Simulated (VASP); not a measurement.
# SnSe (zincblende type) (F-43m) in VASP: a series of runs, part 2 of 2

VASP 6.6.1. The steps go on from the part before.

### 3 Single point, PBEsol (volume scaled by 0.55)

The input, INCAR:

```
  ALGO = Normal
  EDIFF = 1E-6
  ENCUT = 520
  GGA = PS
  ISIF = 2
  ISMEAR = -1
  LASPH = T
  LCHARG = F
  LREAL = F
  LWAVE = F
  NBANDS = 17
  NELM = 100
  PREC = Accurate
  SIGMA = 0.08
```

The input, KPOINTS:

```
k-points
0
Gamma
  12 12 12
```

The input, POSCAR:

```
SnSe
1.0
    0.0000000000      2.7248357497      2.7248357497
    2.7248357497      0.0000000000      2.7248357497
    2.7248357497      2.7248357497      0.0000000000
Sn Se
1 1
Direct
    0.0000000000      0.0000000000      0.0000000000
    0.2500000000      0.2500000000      0.2500000000
```

Potentials or basis: VASP PAW PBE potentials, release 64 (Sn_d, Se).

Launch:

```console
cat potpaw_PBE.64/Sn_d/POTCAR potpaw_PBE.64/Se/POTCAR > POTCAR
mpirun -np 1 vasp_std > vasp.out
```

OUTCAR:

```text
EDIFF = 1E-6
   ENCUT = 520
   GGA = PS
   ISIF = 2
   ISMEAR = -1
   LASPH = T
   LREAL = F
   NELM = 100
   PREC = Accurate

 ion  position               nearest neighbor table
   1  0.000  0.000  0.000-   2 2.36   2 2.36   2 2.36   2 2.36
   2  0.250  0.250  0.250-   1 2.36   1 2.36   1 2.36   1 2.36

  LATTYP: Found a face centered cubic cell.
 ALAT       =     5.4496714994

  Lattice vectors:

 A1 = (   0.0000000000,   2.7248357497,   2.7248357497)
 A2 = (   2.7248357497,   0.0000000000,   2.7248357497)
 A3 = (   2.7248357497,   2.7248357497,   0.0000000000)

Analysis of symmetry for initial positions (statically):
=====================================================================
 Subroutine PRICEL returns:
 Original cell was already a primitive cell.

 Routine SETGRP: Setting up the symmetry group for a
 face centered cubic supercell.

 Subroutine GETGRP returns: Found 24 space group operations
 (whereof 24 operations were pure point group operations)
 out of a pool of 48 trial point group operations.

The static configuration has the point symmetry T_d .

Analysis of symmetry for dynamics (positions and initial velocities):
=====================================================================
 Subroutine PRICEL returns:
 Original cell was already a primitive cell.

 Routine SETGRP: Setting up the symmetry group for a
 face centered cubic supercell.

 Subroutine GETGRP returns: Found 24 space group operations
 (whereof 24 operations were pure point group operations)
 out of a pool of 48 trial point group operations.

The dynamic configuration has the point symmetry T_d .

 Subroutine INISYM returns: Found 24 space group operations
 (whereof 24 operations are pure point group operations),
[... 103 lines left out ...]
   ISYM   =      2    0-nonsym 1-usesym 2-fastsym
   POTIM  = 0.5000    time-step for ionic-motion
   TEBEG  =    0.0;   TEEND  =   0.0 temperature during run
   PSTRESS=    0.0 pullay stress
   NELECT =      20.0000    total number of electrons
   NUPDOWN=      -1.0000    fix difference up-down
   EMIN   =  10.00;   EMAX   =-10.00  energy-range for DOS
   EFERMI =   0.00;   METHOD = LEGACY
   ISMEAR =    -1;   SIGMA  =   0.08  broadening in eV -4-tet -1-fermi 0-gaus
   EFERMI_NEDOS =   21; number of points for ismear=-14 and -15
   IALGO  =     38    algorithm
   IMIX   =      4    mixing-type and parameters
     AMIX     =   0.40;   BMIX     =  1.00
     AMIX_MAG =   1.60;   BMIX_MAG =  1.00
  volume/ion in A,a.u.               =      20.23       136.53
  Fermi-wavevector in a.u.,A,eV,Ry     =   1.294398  2.446058 22.796102  1.675466
  Thomas-Fermi vector in A             =   2.425983
   LORBIT       =      0    0 simple, 1 ext, 2 COOP (PROOUT), +10 PAW based schemes
   GGA     = PS    functional components
   LHFCALC =     F    Hartree Fock is set to
   AEXX    =    0.0000 exact exchange contribution
   IVDW    =     0    specifies the selected vdW correction
   LEPSILON=     F    determine dielectric tensor
   LRPA    =     F    only Hartree local field effects (RPA)
 non-spin polarized calculation
  energy-cutoff  :      520.00
  volume of cell :       40.46
 maximum number of plane-waves:      1113
 NGX is ok and might be reduce to    30
   NGX = 15   NGY = 15   NGZ = 15

 number of electron      19.9999994 magnetization

 Free energy of the ion-electron system (eV)
  ---------------------------------------------------
  ext. energy  EPLUGINS =         0.00000000
  ---------------------------------------------------
  free energy    TOTEN  =        -4.51524306 eV

  energy without entropy =       -4.49970826  energy(sigma->0) =       -4.50747566

 E-fermi :  10.0466     XC(G=0): -11.0255

 val. band max:        9.9416969779   @ k =   0.3333   0.2500   0.0833
 cond. band min:      10.0486546710   @ k =  -0.4167   0.4167   0.1667
 fundamental gap:      0.1069576931
 Fermi energy:        10.0465700175

 k-point     1 :       0.0000    0.0000    0.0000
  band No.  band energies     occupation
      1     -12.9067      2.00000
      2     -12.9067      2.00000
      3     -12.9067      2.00000
      4     -12.7173      2.00000
      5     -12.7173      2.00000
      6      -8.3532      2.00000
[... 457 lines left out ...]
      4     -12.7178      2.00000
      5     -12.7106      2.00000
      6      -6.2747      2.00000
[... 9 lines left out ...]
     16      18.5919      0.00000
     17      21.4390      0.00000

 [... further k-points ...]
[... 5 lines left out ...]
  --------------------------------------------------------------------------------------
  -------------------------------------------------------------------------------------
  Total       15.5754445     15.5754445     15.5754445      0.0000000      0.0000000     -0.0000000
  in kB      616.7370667    616.7370667    616.7370667      0.0000000      0.0000000     -0.0000000
  external PRESSURE =     616.7370667 kB  Pullay stress =       0.0000000 kB

 VOLUME and BASIS-vectors are now :
 -----------------------------------------------------------------------------
  energy-cutoff  :      520.00
  volume of cell :       40.46
      direct lattice vectors                 reciprocal lattice vectors
     0.000000000  2.724835750  2.724835750    -0.183497299  0.183497299  0.183497299
     2.724835750  0.000000000  2.724835750     0.183497299 -0.183497299  0.183497299
     2.724835750  2.724835750  0.000000000     0.183497299  0.183497299 -0.183497299

 POSITION                                       TOTAL-FORCE (eV/Angst)
 -----------------------------------------------------------------------------------
      0.00000      0.00000      0.00000         0.000000      0.000000      0.000000
      1.36242      1.36242      1.36242        -0.000000     -0.000000     -0.000000
 -----------------------------------------------------------------------------------
    total drift:                                0.000000      0.000000      0.000000

  FREE ENERGIE OF THE ION-ELECTRON SYSTEM (eV)
  ---------------------------------------------------
  free  energy   TOTEN  =        -4.5152430600 eV

  energy  without entropy=       -4.4997082643  energy(sigma->0) =       -4.50747566
```

OSZICAR:

```text
N       E                     dE             d eps       ncg     rms          rms(c)
DAV:   1     0.140364038836E+03    0.14036E+03   -0.99562E+03  2507   0.162E+03
DAV:   2     0.722130394106E+01   -0.13314E+03   -0.12899E+03  2665   0.366E+02
DAV:   3    -0.441384927855E+01   -0.11635E+02   -0.11516E+02  2961   0.937E+01
DAV:   4    -0.467564643387E+01   -0.26180E+00   -0.26164E+00  2964   0.148E+01
DAV:   5    -0.468254353269E+01   -0.68971E-02   -0.68968E-02  3443   0.233E+00    0.118E+01
DAV:   6    -0.455366467316E+01    0.12888E+00   -0.12335E-01  3758   0.381E+00    0.708E+00
DAV:   7    -0.451755151096E+01    0.36113E-01   -0.92202E-02  3572   0.255E+00    0.441E-01
DAV:   8    -0.451526939699E+01    0.22821E-02   -0.14131E-02  3520   0.120E+00    0.275E-01
DAV:   9    -0.451525478630E+01    0.14611E-04   -0.74819E-04  2781   0.199E-01    0.534E-02
DAV:  10    -0.451524508251E+01    0.97038E-05   -0.56214E-05  3683   0.109E-01    0.236E-02
DAV:  11    -0.451524258694E+01    0.24956E-05   -0.11687E-05  2855   0.276E-02    0.108E-02
DAV:  12    -0.451524305997E+01   -0.47303E-06   -0.49816E-07  1391   0.802E-03
   1 F= -.45152431E+01 E0= -.45074757E+01  d E =-.155348E-01
```

It took 35 s on 1 thread of Intel Xeon 6975P-C, shared host; peak memory 0.2 GiB.

What came out:

| Property | Result |
| --- | --- |
| Free energy | -4.5152 eV |
| Pressure | 61.7 GPa |
| Band gap on the k mesh | zero (band 10 reaches 11.25 eV, above the bottom of band 11 at 8.84 eV) |

Levels at points of the mesh, in eV from the Fermi level:
```csv
k point,band 6,band 7,band 8,band 9,band 10,band 11,band 12,band 13,band 14,band 15
"(0.00, 0.00, 0.00)",-18.40,-4.20,-4.20,-4.20,-3.27,0.85,0.85,0.85,5.78,7.69
"(0.50, 0.00, 0.00)",-16.52,-11.03,-5.40,-5.40,-2.24,1.78,1.78,4.38,7.33,9.02
"(0.50, 0.50, 0.00)",-15.80,-11.07,-7.02,-7.02,-1.95,-1.21,7.41,7.64,7.64,9.54
```

Caveat: the PAW data sets were made with another functional, which shifts forces and pressure a little; spin-orbit coupling is left out, which moves the levels of the heavy elements.
